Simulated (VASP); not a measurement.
# AlN in VASP: a series of runs, part 2 of 2

VASP 6.6.1.

## (4) Single point, PBE (strain +1.4%)

Contents of INCAR:

```
PREC = Accurate
ENCUT = 520
EDIFF = 1E-6
ISMEAR = 0
SIGMA = 0.01
LREAL = False
LASPH = True
NELM = 100
ALGO = Normal
ISIF = 2
LWAVE = False
LCHARG = True
GGA = PE
LELF = True
LVHAR = True
NBANDS = 11
```

Contents of KPOINTS:

```
regular mesh
0
Gamma
  6 6 6
```

Contents of POSCAR:

```
AlN
1.0
    0.0000000000      2.2159017290      2.2159017290
    2.2159017290      0.0000000000      2.2159017290
    2.2159017290      2.2159017290      0.0000000000
Al N
1 1
Direct
    0.0000000000      0.0000000000      0.0000000000
    0.7500000000      0.7500000000      0.7500000000
```

Potentials or basis: VASP PAW PBE potentials, release 64 (Al, N).

Command:

```console
> cat potpaw_PBE.64/Al/POTCAR potpaw_PBE.64/N/POTCAR > POTCAR
> mpirun -np 1 vasp_std > vasp.out
```

OUTCAR:

```text
PREC = Accurate
   ENCUT = 520
   EDIFF = 1E-6
   ISMEAR = 0
   LREAL = False
   LASPH = True
   NELM = 100
   ISIF = 2
   GGA = PE

 ion  position               nearest neighbor table
   1  0.000  0.000  0.000-   2 1.92   2 1.92   2 1.92   2 1.92
   2  0.750  0.750  0.750-   1 1.92   1 1.92   1 1.92   1 1.92

  LATTYP: Found a face centered cubic cell.
 ALAT       =     4.4318034580

  Lattice vectors:

 A1 = (   0.0000000000,   2.2159017290,   2.2159017290)
 A2 = (   2.2159017290,   0.0000000000,   2.2159017290)
 A3 = (   2.2159017290,   2.2159017290,   0.0000000000)

Analysis of symmetry for initial positions (statically):
=====================================================================
 Subroutine PRICEL returns:
 Original cell was already a primitive cell.

 Routine SETGRP: Setting up the symmetry group for a
 face centered cubic supercell.

 Subroutine GETGRP returns: Found 24 space group operations
 (whereof 24 operations were pure point group operations)
 out of a pool of 48 trial point group operations.

The static configuration has the point symmetry T_d .

Analysis of symmetry for dynamics (positions and initial velocities):
=====================================================================
 Subroutine PRICEL returns:
 Original cell was already a primitive cell.

 Routine SETGRP: Setting up the symmetry group for a
 face centered cubic supercell.

 Subroutine GETGRP returns: Found 24 space group operations
 (whereof 24 operations were pure point group operations)
 out of a pool of 48 trial point group operations.

The dynamic configuration has the point symmetry T_d .

 Subroutine INISYM returns: Found 24 space group operations
 (whereof 24 operations are pure point group operations),
 and found     1 'primitive' translations

----------------------------------------------------------------------------------------

                                     Primitive cell
[... 107 lines left out ...]
   GGA     = PE    functional components
   LHFCALC =     F    Hartree Fock is set to
   AEXX    =    0.0000 exact exchange contribution
   IVDW    =     0    specifies the selected vdW correction
   LEPSILON=     F    determine dielectric tensor
   LRPA    =     F    only Hartree local field effects (RPA)
 non-spin polarized calculation
 Gauss-broadening in eV      SIGMA  =   0.01
  energy-cutoff  :      520.00
  volume of cell :       21.76
 maximum number of plane-waves:       598
   NGX = 11   NGY = 11   NGZ = 11

 number of electron       8.0000002 magnetization

 Free energy of the ion-electron system (eV)
  ---------------------------------------------------
  ext. energy  EPLUGINS =         0.00000000
  ---------------------------------------------------
  free energy    TOTEN  =       -14.84029959 eV

  energy without entropy =      -14.84029959  energy(sigma->0) =      -14.84029959

 E-fermi :   5.6139     XC(G=0): -10.7446

 val. band max:        5.5690851677   @ k =   0.0000   0.0000   0.0000
 cond. band min:       8.8611285820   @ k =   0.5000   0.5000   0.0000
 fundamental gap:      3.2920434143
 Fermi energy:         5.6139064916

 k-point     1 :       0.0000    0.0000    0.0000
  band No.  band energies     occupation
      1      -9.1642      2.00000
      2       5.5691      2.00000
      3       5.5691      2.00000
      4       5.5691      2.00000
      5       9.3841      0.00000
      6      17.7022      0.00000
      7      17.7022      0.00000
      8      17.7022      0.00000
      9      22.9097      0.00000
     10      22.9097      0.00000
     11      24.2292      0.00000
[... 197 lines left out ...]
 k-point    16 :      -0.3333    0.5000    0.1667
  band No.  band energies     occupation
      1      -6.6086      2.00000
      2       1.3600      2.00000
      3       2.8740      2.00000
      4       3.1517      2.00000
      5      10.7309      0.00000
      6      15.5639      0.00000
      7      18.0586      0.00000
      8      18.1079      0.00000
      9      21.5773      0.00000
     10      25.2830      0.00000
     11      29.2564      0.00000

------------------------ aborting loop because EDIFF is reached ----------------------------------------

  FORCE on cell =-STRESS in cart. coord.  units (eV):
  Direction    XX          YY          ZZ          XY          YZ          ZX
  --------------------------------------------------------------------------------------
  -------------------------------------------------------------------------------------
  Total       -0.5295895     -0.5295895     -0.5295895      0.0000000      0.0000000      0.0000000
  in kB      -38.9913706    -38.9913706    -38.9913706      0.0000000      0.0000000      0.0000000
  external PRESSURE =     -38.9913706 kB  Pullay stress =       0.0000000 kB

 VOLUME and BASIS-vectors are now :
 -----------------------------------------------------------------------------
  energy-cutoff  :      520.00
  volume of cell :       21.76
      direct lattice vectors                 reciprocal lattice vectors
     0.000000000  2.215901729  2.215901729    -0.225641775  0.225641775  0.225641775
     2.215901729  0.000000000  2.215901729     0.225641775 -0.225641775  0.225641775
     2.215901729  2.215901729  0.000000000     0.225641775  0.225641775 -0.225641775

 POSITION                                       TOTAL-FORCE (eV/Angst)
 -----------------------------------------------------------------------------------
      0.00000      0.00000      0.00000         0.000000      0.000000      0.000000
      3.32385      3.32385      3.32385        -0.000000      0.000000     -0.000000
 -----------------------------------------------------------------------------------
    total drift:                                0.000000      0.000000      0.000000

  FREE ENERGIE OF THE ION-ELECTRON SYSTEM (eV)
  ---------------------------------------------------
  free  energy   TOTEN  =       -14.8402995879 eV

  energy  without entropy=      -14.8402995879  energy(sigma->0) =      -14.84029959
```

Wall time 9.6 s (1 thread of AMD EPYC 7R13, shared host); peak memory 0.1 GiB.

Results:

```
Free energy            : -14.8403 eV
Pressure               : -3.9 GPa
Band gap on the k mesh : 3.29 eV, indirect (least direct gap 3.81 eV)
```

Levels at points of the mesh, in eV from the valence-band top:
```tsv
k point	band 1	band 2	band 3	band 4	band 5	band 6	band 7	band 8	band 9
(0.00, 0.00, 0.00)	-14.73	0.00	0.00	0.00	3.82	12.13	12.13	12.13	17.34
(0.50, 0.00, 0.00)	-12.81	-5.68	-0.47	-0.47	6.99	9.57	10.87	10.87	17.42
(0.50, 0.50, 0.00)	-12.22	-4.77	-1.73	-1.73	3.29	8.35	13.38	15.20	15.20
```

Caveat: the cell differs from its parent crystal (strain +1.4%). A k mesh can miss the band edges.

## (5) Single point, PBE (uniaxial y strain +1.6%)

Contents of INCAR:

```
SYSTEM = AlN
PREC = Accurate
ENCUT = 520
EDIFF = 1E-6
ISMEAR = 0
SIGMA = 0.01
LREAL = .FALSE.
LASPH = .TRUE.
NELM = 60
ALGO = Normal
ISIF = 2
LWAVE = .FALSE.
LCHARG = .TRUE.
GGA = PE
LELF = .TRUE.
LVHAR = .TRUE.
NBANDS = 11
```

Contents of KPOINTS:

```
regular mesh
0
G
  6 6 6
  0 0 0
```

Contents of POSCAR:

```
AlN
1.0
    0.0000000000      2.2204899696      2.1848764830
    2.1848764830      0.0000000000      2.1848764830
    2.1848764830      2.2204899696      0.0000000000
Al N
1 1
Direct
    0.0000000000      0.0000000000      0.0000000000
    0.7500000000      0.7500000000      0.7500000000
```

Command:

```console
> cat potpaw_PBE.64/Al/POTCAR potpaw_PBE.64/N/POTCAR > POTCAR
> mpirun -np 1 vasp_std > vasp.out
```

It took 15 s on 1 thread of AMD EPYC 7R13, shared host; peak memory 0.1 GiB.

Results (log left out):

* Free energy: -14.8436 eV
* Pressure: 1.0 GPa
* Band gap on the k mesh: 3.26 eV, indirect (least direct gap 4.02 eV)

Stress tensor (GPa, compression positive):
```
 1.75  0.00  0.00
 0.00 -0.51  0.00
 0.00  0.00  1.75
```

Levels at points of the mesh, in eV from the valence-band top:
| k point | band 1 | band 2 | band 3 | band 4 | band 5 | band 6 | band 7 | band 8 |
| --- | --- | --- | --- | --- | --- | --- | --- | --- |
| (0.00, 0.00, 0.00) | -14.90 | -0.07 | 0.00 | 0.00 | 4.02 | 12.36 | 12.36 | 12.38 |
| (0.50, 0.00, 0.00) | -12.91 | -5.81 | -0.57 | -0.43 | 7.19 | 9.72 | 10.88 | 11.16 |
| (0.50, 0.50, 0.00) | -12.27 | -4.82 | -1.83 | -1.82 | 3.26 | 8.40 | 13.79 | 15.21 |
| (0.50, 0.00, 0.50) | -12.33 | -4.98 | -1.69 | -1.69 | 3.33 | 8.65 | 13.51 | 15.58 |

Caveat: the cell differs from its parent crystal (uniaxial y strain +1.6%). A k mesh can miss the band edges.

## (6) Single point, PBE (biaxial xy strain -3.0%)

Contents of INCAR:

```
  PREC = Accurate
  ENCUT = 520
  EDIFF = 1E-7
  ISMEAR = 0
  SIGMA = 0.01
  LREAL = F
  LASPH = T
  NELM = 80
  ALGO = Normal
  ISIF = 2
  LWAVE = F
  LCHARG = F
  GGA = PE
  NBANDS = 11
```

Contents of KPOINTS:

```
regular mesh
0
Gamma
  6 6 6
```

Contents of POSCAR:

```
AlN
1.0
    0.0000000000      2.1182377502      2.1848764830
    2.1182377502      0.0000000000      2.1848764830
    2.1182377502      2.1182377502      0.0000000000
Al N
1 1
Direct
    0.0000000000      0.0000000000      0.0000000000
    0.7500000000      0.7500000000      0.7500000000
```

Potentials or basis: VASP PAW PBE potentials, release 64 (Al, N).

Command:

```console
> cat potpaw_PBE.64/Al/POTCAR potpaw_PBE.64/N/POTCAR > POTCAR
> mpirun -np 1 vasp_std > vasp.out
```

It took 14 s on 1 thread of AMD EPYC 7R13, shared host; peak memory 0.1 GiB.

It converged, with:

```yaml
Free_energy: -14.7448 eV
Pressure: 18.9 GPa
Band_gap_on_the_k_mesh: 3.25 eV, indirect (least direct gap 4.69 eV)
```

Stress tensor (GPa, compression positive):
```
20.38  0.00  0.00
 0.00 20.38  0.00
 0.00  0.00 16.09
```

Levels at points of the mesh, in eV from the valence-band top:
| k point | band 2 | band 3 | band 4 | band 5 | band 6 | band 7 |
| --- | --- | --- | --- | --- | --- | --- |
| (0.00, 0.00, 0.00) | -0.14 | 0.00 | 0.00 | 4.69 | 13.12 | 13.12 |
| (0.50, 0.00, 0.00) | -6.16 | -0.67 | -0.39 | 7.84 | 10.24 | 11.25 |
| (0.50, 0.50, 0.00) | -5.34 | -1.70 | -1.70 | 3.41 | 9.25 | 14.37 |
| (0.50, 0.00, 0.50) | -5.04 | -1.97 | -1.97 | 3.25 | 8.77 | 14.94 |

Caveat: the k points lie up to 0.42 Å⁻¹ apart; the cell differs from its parent crystal (biaxial xy strain -3.0%). A k mesh can miss the band edges.

## (7) Overview

```csv
level,cell,k mesh,gap on the mesh (eV),pressure (GPa)
r2SCAN,"a = 3.090, b = 3.090, c = 3.172 Å, angles 59.1, 59.1, 58.2°, 2 atoms",10 × 10 × 10,3.61,-0.2
PBE,"a = 3.090 Å, angles 60.0°, 2 atoms",6 × 6 × 6,3.32,4.3
PBE,"a = 3.134 Å, angles 60.0°, 2 atoms",6 × 6 × 6,3.29,-3.9
PBE,"a = 3.115, b = 3.090 Å, angles 60.3, 59.5, 60.3°, 2 atoms",6 × 6 × 6,3.26,1.0
PBE,"a = 3.043, b = 3.043, c = 2.996 Å, angles 60.5, 60.5, 59.0°, 2 atoms",6 × 6 × 6,3.25,18.9
```

Alike in all rows: task single point; potentials or basis VASP PAW PBE potentials, release 64 (Al, N); no spin polarisation; cutoff (eV) 520; smearing gaussian 0.01 eV.

Caveats: some runs use coarse meshes; the PAW data sets were made with another functional, which shifts forces and pressure a little (some runs).

Total energies depend on the potentials used, so only differences within one code and one set of settings carry meaning.
